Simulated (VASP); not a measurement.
# Ce in VASP: further runs

Ce is run at these levels: RPBE; tasks: single point.

Program: VASP 6.6.1. These are calculated values, not measurements. Logs are shortened: lines on timing, memory, paths and dates and some standing lists are left out, and cuts for length are marked.

## (1) The cell of the first run

It takes space group I4/mmm (No. 139, tetragonal). The conventional cell has a = 3.411 Å, b = 3.411 Å, c = 4.796 Å, α = 90.00°, β = 90.00°, γ = 90.00°. Within 4.5 Å of Ce (site symmetry 4/mmm) lie 12 Ce at 3.40 to 3.41 Å.

## (2) Single point, RPBE, collinear spin, antiferromagnetic start (27.90 Å³/atom)

INCAR reads:

```
ALGO = Normal
EDIFF = 1E-6
ENCUT = 520
GGA = RP
ISIF = 2
ISMEAR = -1
ISPIN = 2
LASPH = T
LCHARG = F
LMAXMIX = 6
LORBIT = 11
LREAL = F
LWAVE = F
MAGMOM = 1 -1
NBANDS = 23
NELM = 150
PREC = Accurate
SIGMA = 0.05
```

KPOINTS reads:

```
k-points
0
Gamma
  12 12 9
```

POSCAR reads:

```
Ce
1.0
    3.4108126171      0.0000000000      0.0000000000
    0.0000000000      3.4108126171      0.0000000000
    0.0000000000      0.0000000000      4.7961182441
Ce
2
Direct
    1.0000000000      1.0000000000      0.0000000000
    0.5000000000      0.5000000000      0.5000000000
```

Potentials or basis: VASP PAW PBE potentials, release 64 (Ce).

Command:

```sh
$ cat potpaw_PBE.64/Ce/POTCAR > POTCAR
$ mpirun -np 1 vasp_std > vasp.out
```

OUTCAR:

```text
EDIFF = 1E-6
   ENCUT = 520
   GGA = RP
   ISIF = 2
   ISMEAR = -1
   ISPIN = 2
   LASPH = T
   LORBIT = 11
   LREAL = F
   NELM = 150
   PREC = Accurate

 ion  position               nearest neighbor table
   1  0.000  0.000  0.000-
   2  0.500  0.500  0.500-

  LATTYP: Found a simple tetragonal cell.
 ALAT       =     3.4108126171
 C/A-ratio  =     1.4061511969

  Lattice vectors:

 A1 = (   3.4108126171,   0.0000000000,   0.0000000000)
 A2 = (   0.0000000000,   3.4108126171,   0.0000000000)
 A3 = (   0.0000000000,   0.0000000000,   4.7961182441)

Analysis of symmetry for initial positions (statically):
=====================================================================
 Subroutine PRICEL returns following result:

  LATTYP: Found a body centered tetragonal cell.
 ALAT       =     3.4108126171
 C/A-ratio  =     1.4061511969

  Lattice vectors:

 A1 = (  -1.7054063085,  -1.7054063086,  -2.3980591220)
 A2 = (   1.7054063085,   1.7054063086,  -2.3980591221)
 A3 = (   1.7054063085,  -1.7054063085,   2.3980591220)

   2 primitive cells build up your supercell.

 Routine SETGRP: Setting up the symmetry group for a
 simple tetragonal supercell.

 Subroutine GETGRP returns: Found 16 space group operations
 (whereof 16 operations were pure point group operations)
 out of a pool of 16 trial point group operations.

The static configuration has the point symmetry D_4h.

Analysis of symmetry for dynamics (positions and initial velocities):
=====================================================================
 Subroutine PRICEL returns following result:

  LATTYP: Found a body centered tetragonal cell.
 ALAT       =     3.4108126171
 C/A-ratio  =     1.4061511969

  Lattice vectors:

 A1 = (  -1.7054063085,  -1.7054063086,  -2.3980591220)
 A2 = (   1.7054063085,   1.7054063086,  -2.3980591221)
 A3 = (   1.7054063085,  -1.7054063085,   2.3980591220)

   2 primitive cells build up your supercell.

 Routine SETGRP: Setting up the symmetry group for a
 simple tetragonal supercell.

 Subroutine GETGRP returns: Found 16 space group operations
 (whereof 16 operations were pure point group operations)
 out of a pool of 16 trial point group operations.

The dynamic configuration has the point symmetry D_4h.

Analysis of structural, dynamic, and magnetic symmetry:
=====================================================================
 Subroutine PRICEL returns following result:

  LATTYP: Found a body centered tetragonal cell.
 ALAT       =     3.4108126171
 C/A-ratio  =     1.4061511969

  Lattice vectors:

 A1 = (  -1.7054063085,  -1.7054063086,  -2.3980591220)
 A2 = (   1.7054063085,   1.7054063086,  -2.3980591221)
 A3 = (   1.7054063085,  -1.7054063085,   2.3980591220)

   2 primitive cells build up your supercell.

 Routine SETGRP: Setting up the symmetry group for a
 simple tetragonal supercell.

 Subroutine GETGRP returns: Found 16 space group operations
 (whereof 16 operations were pure point group operations)
 out of a pool of 16 trial point group operations.

The overall configuration has the point symmetry D_4h.

 Subroutine INISYM returns: Found 16 space group operations
 (whereof 16 operations are pure point group operations),
 and found     2 'primitive' translations

----------------------------------------------------------------------------------------

                                     Primitive cell

  volume of cell :      27.8982

  direct lattice vectors                    reciprocal lattice vectors
    -1.705406309 -1.705406309 -2.398059122    -0.000000000 -0.293185265 -0.208501949
     1.705406309  1.705406309 -2.398059122     0.293185265  0.000000000 -0.208501949
     1.705406309 -1.705406309  2.398059122     0.293185265 -0.293185265  0.000000000

  length of vectors
     3.401104072  3.401104072  3.401104072     0.359764732  0.359764732  0.414626578

  position of ions in fractional coordinates (direct lattice)
     0.000000000  0.000000000  0.000000000

  ion indices of the primitive-cell ions
   primitive index   ion index
                 1           1

----------------------------------------------------------------------------------------

 KPOINTS: k-points

Automatic generation of k-mesh.
 Grid dimensions read from file:
 generate k-points for:   12   12    9

 Generating k-lattice:

  Cartesian coordinates                     Fractional coordinates (reciprocal lattice)
     0.024432105  0.000000000  0.000000000     0.083333333  0.000000000  0.000000000
     0.000000000  0.024432105  0.000000000     0.000000000  0.083333333  0.000000000
     0.000000000  0.000000000  0.023166883     0.000000000  0.000000000  0.111111111

  Length of vectors
     0.024432105  0.024432105  0.023166883

  Shift w.r.t. Gamma in fractional coordinates (k-lattice)
     0.000000000  0.000000000  0.000000000

 Subroutine IBZKPT returns following result:
 ===========================================

 Found    140 irreducible k-points:

 Following reciprocal coordinates:
            Coordinates               Weight
  0.000000  0.000000  0.000000      1.000000
  0.083333  0.000000  0.000000      4.000000
  0.166667  0.000000  0.000000      4.000000
  0.250000  0.000000  0.000000      4.000000
  0.333333  0.000000  0.000000      4.000000
  0.416667  0.000000  0.000000      4.000000
[... 16 lines left out ...]
  0.333333  0.333333  0.000000      4.000000
  0.416667  0.333333  0.000000      8.000000
 [... further k-points ...]
   k-points           NKPTS =    140   k-points in BZ     NKDIM =    140   number of bands    NBANDS=     23
   number of dos      NEDOS =    301   number of ions     NIONS =      2
   total plane-waves  NPLWV =  28224
   dimension x,y,z NGX =    28 NGY =   28 NGZ =   36
   dimension x,y,z NGXF=    56 NGYF=   56 NGZF=   72
   ions per type =               2
   NGX,Y,Z   is equivalent  to a cutoff of  13.65, 13.65, 12.48 a.u.
   NGXF,Y,Z  is equivalent  to a cutoff of  27.29, 27.29, 24.96 a.u.
 SYSTEM =  unknown system
   PREC   = accura    normal or accurate (medium, high low for compatibility)
   ISTART =      0    job   : 0-new  1-cont  2-samecut
   ICHARG =      2    charge: 1-file 2-atom 10-const
   ISPIN  =      2    spin polarized calculation?
   LNONCOLLINEAR =      F non collinear calculations
   LSORBIT =      F    spin-orbit coupling
   LASPH  =      T    aspherical Exc in radial PAW
   ENCUT  =  520.0 eV  38.22 Ry    6.18 a.u.   6.34  6.34  8.92*2*pi/ulx,y,z
   NELM   =    150;   NELMIN=  2; NELMDL= -5     # of ELM steps
   EDIFF  = 0.1E-05   stopping-criterion for ELM
   LREAL  =      F    real-space projection
   EDIFFG = 0.1E-04   stopping-criterion for IOM
   NSW    =      0    number of steps for IOM
   IBRION =     -1    ionic relax: 0-MD 1-quasi-New 2-CG
   NFREE  =      0    steps in history (QN), initial steepest desc. (CG)
   ISIF   =      2    stress and relaxation
   ISYM   =      2    0-nonsym 1-usesym 2-fastsym
   POTIM  = 0.5000    time-step for ionic-motion
   TEBEG  =    0.0;   TEEND  =   0.0 temperature during run
   PSTRESS=    0.0 pullay stress
   NELECT =      24.0000    total number of electrons
   NUPDOWN=      -1.0000    fix difference up-down
   EMIN   =  10.00;   EMAX   =-10.00  energy-range for DOS
   EFERMI =   0.00;   METHOD = LEGACY
   ISMEAR =    -1;   SIGMA  =   0.05  broadening in eV -4-tet -1-fermi 0-gaus
   EFERMI_NEDOS =   21; number of points for ismear=-14 and -15
   IALGO  =     38    algorithm
   IMIX   =      4    mixing-type and parameters
     AMIX     =   0.40;   BMIX     =  1.00
     AMIX_MAG =   1.60;   BMIX_MAG =  1.00
  volume/ion in A,a.u.               =      27.90       188.27
  Fermi-wavevector in a.u.,A,eV,Ry     =   1.235786  2.335297 20.778379  1.527168
  Thomas-Fermi vector in A             =   2.370422
   LORBIT       =     11    0 simple, 1 ext, 2 COOP (PROOUT), +10 PAW based schemes
   GGA     = RP    functional components
   LHFCALC =     F    Hartree Fock is set to
   AEXX    =    0.0000 exact exchange contribution
   IVDW    =     0    specifies the selected vdW correction
   LEPSILON=     F    determine dielectric tensor
   LRPA    =     F    only Hartree local field effects (RPA)
 spin polarized calculation
  energy-cutoff  :      520.00
  volume of cell :       55.80
 maximum number of plane-waves:      1519
 NGX is ok and might be reduce to    28
   NGX = 13   NGY = 13   NGZ = 17

 number of electron      24.0000001 magnetization       0.0000000

 number of electron      24.0000001 magnetization      -0.0000000

 Free energy of the ion-electron system (eV)
  ---------------------------------------------------
  ext. energy  EPLUGINS =         0.00000000
  ---------------------------------------------------
  free energy    TOTEN  =       -10.96055257 eV

  energy without entropy =      -10.91473523  energy(sigma->0) =      -10.93764390

 E-fermi :   8.9363     XC(G=0): -10.9590

 val. band max:        8.9354165839   @ k =   0.3333   0.2500   0.3333
 cond. band min:       8.9382234639   @ k =   0.2500   0.2500   0.4444
 fundamental gap:      0.0028068800
 Fermi energy:         8.9362642701

 spin component 1

 k-point     1 :       0.0000    0.0000    0.0000
  band No.  band energies     occupation
      1     -25.7924      1.00000
      2     -25.2060      1.00000
      3      -9.5004      1.00000
      4      -8.1017      1.00000
      5      -8.1017      1.00000
      6      -7.1983      1.00000
[... 613 lines left out ...]
     22       9.6812      0.00000
     23       9.7445      0.00000

 [... further k-points ...]

 spin component 2

 k-point     1 :       0.0000    0.0000    0.0000
  band No.  band energies     occupation
      1     -25.7924      1.00000
      2     -25.2060      1.00000
      3      -9.5004      1.00000
      4      -8.1017      1.00000
      5      -8.1017      1.00000
      6      -7.1983      1.00000
[... 613 lines left out ...]
     22       9.6812      0.00000
     23       9.7446      0.00000

 [... further k-points ...]
[... 5 lines left out ...]
  --------------------------------------------------------------------------------------
  -------------------------------------------------------------------------------------
  Total       -0.1336463     -0.1336463      0.0148134      0.0000000      0.0000000      0.0000000
  in kB       -3.8376192     -3.8376192      0.4253639      0.0000000      0.0000000      0.0000000
  external PRESSURE =      -2.4166248 kB  Pullay stress =       0.0000000 kB

 VOLUME and BASIS-vectors are now :
 -----------------------------------------------------------------------------
  energy-cutoff  :      520.00
  volume of cell :       55.80
      direct lattice vectors                 reciprocal lattice vectors
     3.410812617  0.000000000  0.000000000     0.293185265  0.000000000  0.000000000
     0.000000000  3.410812617  0.000000000     0.000000000  0.293185265  0.000000000
     0.000000000  0.000000000  4.796118244     0.000000000  0.000000000  0.208501949

 POSITION                                       TOTAL-FORCE (eV/Angst)
 -----------------------------------------------------------------------------------
      0.00000      0.00000      0.00000        -0.000000     -0.000000     -0.000000
      1.70541      1.70541      2.39806         0.000000      0.000000      0.000000
 -----------------------------------------------------------------------------------
    total drift:                                0.000000      0.000000      0.000000

  FREE ENERGIE OF THE ION-ELECTRON SYSTEM (eV)
  ---------------------------------------------------
  free  energy   TOTEN  =       -10.9605525705 eV

  energy  without entropy=      -10.9147352313  energy(sigma->0) =      -10.93764390

 total charge

# of ion       s       p       d       f       tot
--------------------------------------------------
    1        2.093   5.583   1.185   1.015   9.876
    2        2.093   5.583   1.185   1.015   9.876
--------------------------------------------------
tot          4.186  11.166   2.369   2.030  19.751

 magnetization (x)

# of ion       s       p       d       f       tot
--------------------------------------------------
    1       -0.000   0.000   0.000   0.000   0.000
    2        0.000  -0.000  -0.000  -0.000  -0.000
--------------------------------------------------
tot          0.000   0.000   0.000   0.000   0.000
```

It took 3.1 min on 1 thread of Intel Xeon 6975P-C (Granite Rapids), shared host; peak memory 0.4 GiB.

What came out:

- Free energy: -10.9606 eV
- Pressure: -0.2 GPa
- Band gap on the k mesh: zero (filled and empty bands overlap)
- Net moment: 0.00 μB per cell
- Valence electrons inside the program's atomic spheres: Ce 9.88

Levels at points of the mesh, in eV from the Fermi level:
Spin up:
```tsv
k point	band 8	band 9	band 10	band 11	band 12	band 13	band 14	band 15	band 16	band 17
(0.00, 0.00, 0.00)	-16.13	-3.00	-2.67	-2.03	-0.18	0.35	0.35	0.37	0.49	0.57
(0.50, 0.00, 0.00)	-16.46	-0.67	-0.67	-0.11	-0.11	0.11	0.11	0.46	0.46	0.54
(0.50, 0.50, 0.00)	-17.00	-2.66	-2.66	-2.01	-2.01	0.50	0.50	0.57	0.57	0.58
```
Spin down:
```csv
k point,band 8,band 9,band 10,band 11,band 12,band 13,band 14,band 15,band 16,band 17
"(0.00, 0.00, 0.00)",-16.13,-3.00,-2.67,-2.03,-0.18,0.35,0.35,0.37,0.49,0.57
"(0.50, 0.00, 0.00)",-16.46,-0.67,-0.67,-0.11,-0.11,0.11,0.11,0.46,0.46,0.54
"(0.50, 0.50, 0.00)",-17.00,-2.66,-2.66,-2.01,-2.01,0.50,0.50,0.57,0.57,0.58
```

Caveat: the magnetic or orbital state may not be the lowest; the moments typed at the start vanished in this run; the PAW data sets were made with another functional, which shifts forces and pressure a little; spin-orbit coupling is left out, which moves the levels of the heavy elements; semilocal functionals describe open f shells poorly, which spoils levels, moments and volumes. The state reached can hang on the start; a lower one may exist.

(Part 1 of 2 ends here.)

The gap in the log of VASP goes by the Fermi energy; the results here count the filled bands.